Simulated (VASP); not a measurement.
# V2O5 (Pmmn) in VASP: single point with LDA

Aim: the single point of V2O5 with LDA.

Everything below comes from runs of VASP 6.6.1. Logs are shortened: lines on timing, memory, paths and dates and some standing lists are left out, and cuts for length are marked.

**1. The cell of the first run**

It takes space group Pmmn (No. 59, orthorhombic). Conventional cell: a = 3.519 Å, b = 11.597 Å, c = 3.988 Å, α = 90.00°, β = 90.00°, γ = 90.00°. Within 2.1 Å of V (site symmetry m) lie 5 O at 1.58 to 2.02 Å. O (site symmetry m) has 1 V at 1.58 Å within 2.1 Å. O (site symmetry m) has 3 V at 1.85 to 2.02 Å and 2 O at 2.36 Å within 2.5 Å. Within 2.3 Å of O (site symmetry mm2) lie 2 V at 1.76 Å.

**2. Single point, LDA**

The input, INCAR:

```
SYSTEM = V2O5
PREC     = Accurate       ! precision mode
ENCUT    = 600            ! plane-wave cutoff, eV
EDIFF    = 1E-6           ! SCF threshold, eV
ISMEAR   = 0              ! smearing method
SIGMA    = 0.02           ! smearing width, eV
LREAL    = .FALSE.        ! projectors in reciprocal space
LASPH    = .TRUE.         ! aspherical terms in the spheres
NELM     = 120            ! most SCF steps
ALGO     = Normal         ! electronic algorithm
ISIF     = 2              ! what is computed and relaxed
LWAVE    = .FALSE.        ! write WAVECAR
LCHARG   = .FALSE.        ! write CHGCAR
NBANDS   = 69             ! bands
GGA_COMPAT= .FALSE.
```

The input, KPOINTS:

```
regular mesh
0
G
  8 4 6
  0 0 0
```

The input, POSCAR:

```
V2O5
1.0
    3.5188712660      0.0000000000      0.0000000000
    0.0000000000     11.5966421023      0.0000000000
    0.0000000000      0.0000000000      3.9881549446
V O
4 10
Direct
    0.0000000000      0.8519073827      0.1052732048
    0.0000000000      0.1480926173      0.1052732048
    0.5000000000      0.3519073827      0.8947267952
    0.5000000000      0.6480926173      0.8947267952
    0.0000000000      0.8515018620      0.5022257183
    0.0000000000      0.1484981380      0.5022257183
    0.5000000000      0.3515018620      0.4977742817
    0.5000000000      0.6484981380      0.4977742817
    0.0000000000      0.6819713906      0.9958824394
    0.0000000000      0.3180286094      0.9958824394
    0.5000000000      0.1819713906      0.0041175606
    0.5000000000      0.8180286094      0.0041175606
    0.0000000000      0.0000000000      1.0112924165
    0.5000000000      0.5000000000     -0.0112924165
```

Potentials or basis: VASP PAW LDA potentials, release 64 (V_sv, O).

Launch:

```console
cat potpaw_LDA.64/V_sv/POTCAR potpaw_LDA.64/O/POTCAR > POTCAR
mpirun -np 1 vasp_std > vasp.out
```

OUTCAR:

```text
SYSTEM = V2O5
   PREC = Accurate
   ENCUT = 600
   EDIFF = 1E-6
   ISMEAR = 0
   LREAL = .FALSE.
   LASPH = .TRUE.
   NELM = 120
   ISIF = 2

 ion  position               nearest neighbor table
   1  0.000  0.852  0.105-   5 1.58  13 1.76  12 1.85  12 1.85   9 2.02   5 2.41
   2  0.000  0.148  0.105-   6 1.58  13 1.76  11 1.85  11 1.85  10 2.02   6 2.41
   3  0.500  0.352  0.895-   7 1.58  14 1.76  10 1.85  10 1.85  11 2.02   7 2.41
   4  0.500  0.648  0.895-   8 1.58  14 1.76   9 1.85   9 1.85  12 2.02   8 2.41
   5  0.000  0.852  0.502-   1 1.58   1 2.41
   6  0.000  0.148  0.502-   2 1.58   2 2.41
   7  0.500  0.352  0.498-   3 1.58   3 2.41
   8  0.500  0.648  0.498-   4 1.58   4 2.41
   9  0.000  0.682  0.996-   4 1.85   4 1.85   1 2.02
  10  0.000  0.318  0.996-   3 1.85   3 1.85   2 2.02
  11  0.500  0.182  0.004-   2 1.85   2 1.85   3 2.02
  12  0.500  0.818  0.004-   1 1.85   1 1.85   4 2.02
  13  0.000  0.000  0.011-   1 1.76   2 1.76
  14  0.500  0.500  0.989-   3 1.76   4 1.76

  LATTYP: Found a simple orthorhombic cell.
 ALAT       =     3.5188712660
 B/A-ratio  =     1.1333619911
 C/A-ratio  =     3.2955573608

  Lattice vectors:

 A1 = (  -3.5188712660,   0.0000000000,   0.0000000000)
 A2 = (   0.0000000000,   0.0000000000,   3.9881549446)
 A3 = (   0.0000000000,  11.5966421023,   0.0000000000)

Analysis of symmetry for initial positions (statically):
=====================================================================
 Subroutine PRICEL returns:
 Original cell was already a primitive cell.

 Routine SETGRP: Setting up the symmetry group for a
 simple orthorhombic supercell.

 Subroutine GETGRP returns: Found  8 space group operations
 (whereof  4 operations were pure point group operations)
 out of a pool of  8 trial point group operations.

The static configuration has the point symmetry C_2v.
 The point group associated with its full space group is D_2h.

Analysis of symmetry for dynamics (positions and initial velocities):
=====================================================================
 Subroutine PRICEL returns:
 Original cell was already a primitive cell.

 Routine SETGRP: Setting up the symmetry group for a
 simple orthorhombic supercell.

 Subroutine GETGRP returns: Found  8 space group operations
 (whereof  4 operations were pure point group operations)
 out of a pool of  8 trial point group operations.

The dynamic configuration has the point symmetry C_2v.
 The point group associated with its full space group is D_2h.

 Subroutine INISYM returns: Found  8 space group operations
 (whereof  4 operations are pure point group operations),
 and found     1 'primitive' translations

----------------------------------------------------------------------------------------

                                     Primitive cell

  volume of cell :     162.7450

  direct lattice vectors                    reciprocal lattice vectors
     3.518871266  0.000000000  0.000000000     0.284182036  0.000000000  0.000000000
     0.000000000 11.596642102  0.000000000     0.000000000  0.086231858  0.000000000
     0.000000000  0.000000000  3.988154945     0.000000000  0.000000000  0.250742515

  length of vectors
     3.518871266 11.596642102  3.988154945     0.284182036  0.086231858  0.250742515

  position of ions in fractional coordinates (direct lattice)
     0.000000000  0.851907383  0.105273205
     0.000000000  0.148092617  0.105273205
     0.500000000  0.351907383  0.894726795
     0.500000000  0.648092617  0.894726795
     0.000000000  0.851501862  0.502225718
     0.000000000  0.148498138  0.502225718
     0.500000000  0.351501862  0.497774282
     0.500000000  0.648498138  0.497774282
     0.000000000  0.681971391  0.995882439
     0.000000000  0.318028609  0.995882439
     0.500000000  0.181971391  0.004117561
     0.500000000  0.818028609  0.004117561
     0.000000000  0.000000000  0.011292416
     0.500000000  0.500000000  0.988707584

  ion indices of the primitive-cell ions
   primitive index   ion index
                 1           1
                 2           2
                 3           3
                 4           4
                 5           5
                 6           6
                 7           7
                 8           8
                 9           9
                10          10
                11          11
                12          12
                13          13
                14          14

----------------------------------------------------------------------------------------

 KPOINTS: regular mesh

Automatic generation of k-mesh.
 Grid dimensions read from file:
 generate k-points for:    8    4    6

 Generating k-lattice:

  Cartesian coordinates                     Fractional coordinates (reciprocal lattice)
     0.035522754  0.000000000  0.000000000     0.125000000  0.000000000  0.000000000
     0.000000000  0.021557965  0.000000000     0.000000000  0.250000000  0.000000000
     0.000000000  0.000000000  0.041790419     0.000000000  0.000000000  0.166666667

  Length of vectors
     0.035522754  0.021557965  0.041790419

  Shift w.r.t. Gamma in fractional coordinates (k-lattice)
     0.000000000  0.000000000  0.000000000

 Subroutine IBZKPT returns following result:
 ===========================================

 Found     60 irreducible k-points:

 Following reciprocal coordinates:
            Coordinates               Weight
  0.000000  0.000000  0.000000      1.000000
  0.125000  0.000000  0.000000      2.000000
  0.250000  0.000000  0.000000      2.000000
  0.375000  0.000000  0.000000      2.000000
  0.500000  0.000000  0.000000      1.000000
  0.000000  0.250000  0.000000      2.000000
[... 16 lines left out ...]
  0.250000  0.250000  0.166667      8.000000
  0.375000  0.250000  0.166667      8.000000
 [... further k-points ...]
   k-points           NKPTS =     60   k-points in BZ     NKDIM =     60   number of bands    NBANDS=     69
   number of dos      NEDOS =    301   number of ions     NIONS =     14
   total plane-waves  NPLWV =  86016
   dimension x,y,z NGX =    28 NGY =   96 NGZ =   32
   dimension x,y,z NGXF=    56 NGYF=  192 NGZF=   64
   ions per type =               4  10
   NGX,Y,Z   is equivalent  to a cutoff of  13.23, 13.76, 13.34 a.u.
   NGXF,Y,Z  is equivalent  to a cutoff of  26.46, 27.52, 26.68 a.u.
 SYSTEM =  V2O5
   PREC   = accura    normal or accurate (medium, high low for compatibility)
   ISTART =      0    job   : 0-new  1-cont  2-samecut
   ICHARG =      2    charge: 1-file 2-atom 10-const
   ISPIN  =      1    spin polarized calculation?
   LNONCOLLINEAR =      F non collinear calculations
   LSORBIT =      F    spin-orbit coupling
   LASPH  =      T    aspherical Exc in radial PAW
   ENCUT  =  600.0 eV  44.10 Ry    6.64 a.u.   7.03 23.16  7.97*2*pi/ulx,y,z
   NELM   =    120;   NELMIN=  2; NELMDL= -5     # of ELM steps
   EDIFF  = 0.1E-05   stopping-criterion for ELM
   LREAL  =      F    real-space projection
[... 7 lines left out ...]
   TEBEG  =    0.0;   TEEND  =   0.0 temperature during run
   PSTRESS=    0.0 pullay stress
   NELECT =     112.0000    total number of electrons
   NUPDOWN=      -1.0000    fix difference up-down
   EMIN   =  10.00;   EMAX   =-10.00  energy-range for DOS
   EFERMI =   0.00;   METHOD = LEGACY
   ISMEAR =     0;   SIGMA  =   0.02  broadening in eV -4-tet -1-fermi 0-gaus
   EFERMI_NEDOS =   21; number of points for ismear=-14 and -15
   IALGO  =     38    algorithm
   IMIX   =      4    mixing-type and parameters
     AMIX     =   0.40;   BMIX     =  1.00
     AMIX_MAG =   1.60;   BMIX_MAG =  1.00
  volume/ion in A,a.u.               =      11.62        78.45
  Fermi-wavevector in a.u.,A,eV,Ry     =   1.445368  2.731349 28.423757  2.089087
  Thomas-Fermi vector in A             =   2.563557
   LORBIT       =      0    0 simple, 1 ext, 2 COOP (PROOUT), +10 PAW based schemes
   GGA     = CA    functional components
   LHFCALC =     F    Hartree Fock is set to
   AEXX    =    0.0000 exact exchange contribution
   IVDW    =     0    specifies the selected vdW correction
   LEPSILON=     F    determine dielectric tensor
   LRPA    =     F    only Hartree local field effects (RPA)
 non-spin polarized calculation
 Gauss-broadening in eV      SIGMA  =   0.02
  energy-cutoff  :      600.00
  volume of cell :      162.75
 maximum number of plane-waves:      5488
   NGX = 15   NGY = 47   NGZ = 15

 number of electron     111.9999991 magnetization

 Free energy of the ion-electron system (eV)
  ---------------------------------------------------
  ext. energy  EPLUGINS =         0.00000000
  ---------------------------------------------------
  free energy    TOTEN  =      -128.54589029 eV

  energy without entropy =     -128.54589029  energy(sigma->0) =     -128.54589029

 E-fermi :   2.0372     XC(G=0): -10.9183

 val. band max:        1.7903427395   @ k =   0.5000   0.0000   0.5000
 cond. band min:       3.1416375005   @ k =   0.0000   0.0000   0.0000
 fundamental gap:      1.3512947610
 Fermi energy:         2.0372465257

 k-point     1 :       0.0000    0.0000    0.0000
  band No.  band energies     occupation
      1     -61.7975      2.00000
      2     -61.7955      2.00000
      3     -61.7821      2.00000
      4     -61.7800      2.00000
      5     -36.2586      2.00000
      6     -36.2556      2.00000
[... 60 lines left out ...]
     67       5.8486      0.00000
     68       5.9388      0.00000
[... 1631 lines left out ...]
     67       5.5794      0.00000
     68       5.7063      0.00000

 [... further k-points ...]

 [bands above 68 left out]

------------------------ aborting loop because EDIFF is reached ----------------------------------------

  FORCE on cell =-STRESS in cart. coord.  units (eV):
  Direction    XX          YY          ZZ          XY          YZ          ZX
  --------------------------------------------------------------------------------------
  -------------------------------------------------------------------------------------
  Total        0.8896838      1.0454541      3.8613351      0.0000000      0.0000000      0.0000000
  in kB        8.7586790     10.2921923     38.0137238      0.0000000      0.0000000      0.0000000
  external PRESSURE =      19.0215317 kB  Pullay stress =       0.0000000 kB

 VOLUME and BASIS-vectors are now :
 -----------------------------------------------------------------------------
  energy-cutoff  :      600.00
  volume of cell :      162.75
      direct lattice vectors                 reciprocal lattice vectors
     3.518871266  0.000000000  0.000000000     0.284182036  0.000000000  0.000000000
     0.000000000 11.596642102  0.000000000     0.000000000  0.086231858  0.000000000
     0.000000000  0.000000000  3.988154945     0.000000000  0.000000000  0.250742515

 POSITION                                       TOTAL-FORCE (eV/Angst)
 -----------------------------------------------------------------------------------
      0.00000      9.87927      0.41985         0.000000     -0.077346     -0.634367
      0.00000      1.71738      0.41985         0.000000      0.077346     -0.634367
      1.75944      4.08094      3.56831        -0.000000     -0.077346      0.634367
      1.75944      7.51570      3.56831        -0.000000      0.077346      0.634367
      0.00000      9.87456      2.00295         0.000000     -0.000387      0.693166
      0.00000      1.72208      2.00295         0.000000      0.000387      0.693166
      1.75944      4.07624      1.98520         0.000000     -0.000387     -0.693166
      1.75944      7.52040      1.98520         0.000000      0.000387     -0.693166
      0.00000      7.90858      3.97173        -0.000000     -0.005471      0.021018
      0.00000      3.68806      3.97173        -0.000000      0.005471      0.021018
      1.75944      2.11026      0.01642         0.000000     -0.005471     -0.021018
      1.75944      9.48639      0.01642         0.000000      0.005471     -0.021018
      0.00000      0.00000      0.04504         0.000000     -0.000000     -0.044010
      1.75944      5.79832      3.94312         0.000000     -0.000000      0.044010
 -----------------------------------------------------------------------------------
    total drift:                                0.000000      0.000000      0.000000

  FREE ENERGIE OF THE ION-ELECTRON SYSTEM (eV)
  ---------------------------------------------------
  free  energy   TOTEN  =      -128.5458902939 eV

  energy  without entropy=     -128.5458902939  energy(sigma->0) =     -128.54589029
```

Run time: 38 min. Hardware: 1 thread of Intel Xeon 8259CL, shared host; peak memory 0.63 GiB.

Results:

- Free energy: -128.5459 eV
- Pressure: 1.9 GPa
- Largest force: 0.693 eV/Å
- Band gap on the k mesh: 1.35 eV (least direct gap 1.86 eV)

Forces in eV/Å, atoms in the order of the input:
```
V    0.000 -0.077 -0.634
V    0.000  0.077 -0.634
V    0.000 -0.077  0.634
V    0.000  0.077  0.634
O    0.000  0.000  0.693
O    0.000  0.000  0.693
O    0.000  0.000 -0.693
O    0.000  0.000 -0.693
O    0.000 -0.005  0.021
O    0.000  0.005  0.021
O    0.000 -0.005 -0.021
O    0.000  0.005 -0.021
O    0.000  0.000 -0.044
O    0.000  0.000  0.044
```

A k mesh can miss the band edges.
